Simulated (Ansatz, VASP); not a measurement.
# One calculation of SnO2, two programs

```
CELL_PARAMETERS angstrom
2.95484 1.70598 4.58689
-2.95484 1.70598 4.58689
0.00000 -3.41195 4.58689
ATOMIC_POSITIONS crystal
Sn 0.86468 0.86468 0.86468
Sn 0.36482 0.36482 0.86482
Sn 0.36482 0.86482 0.36482
Sn 0.86482 0.36482 0.36482
O 0.12350 0.62335 0.62335
O 0.62335 0.12350 0.62335
O 0.62335 0.62335 0.12350
O 0.60621 0.60621 0.60621
O 0.12347 0.12347 0.12347
O 0.10609 0.10609 0.60624
O 0.10609 0.60624 0.10609
O 0.60624 0.10609 0.10609
```

Alike in both runs: task single point; functional PBEsol; k mesh 6 × 6 × 6; occupations gaussian, width 0.05 eV; no spin polarisation.

|  | VASP | Ansatz |
| --- | --- | --- |
| version | VASP 6.6.1 | Ansatz 0.2.0 |
| potentials or method | VASP PAW PBE potentials, release 64 (Sn_d, O), cutoff 520 eV | scalar-relativistic, plane waves, PAW |
| valence electrons in the cell | 104 | 104 |

```csv
,VASP,Ansatz,Ansatz less VASP
gap on the k mesh at the Fermi level (eV),3.51,3.52,+0.016
least direct gap on the mesh (eV),3.51,3.52,+0.016
rms of the force components (eV/Å),0.854,0.800,-0.0540
```

VASP's potentials were made for PBE, not for PBEsol, and Ansatz warns of the same on its side. Atom by atom the forces differ by 0.054 eV/Å (rms over components). With one functional, cell and mesh, what is left measures potentials, basis and numerics.
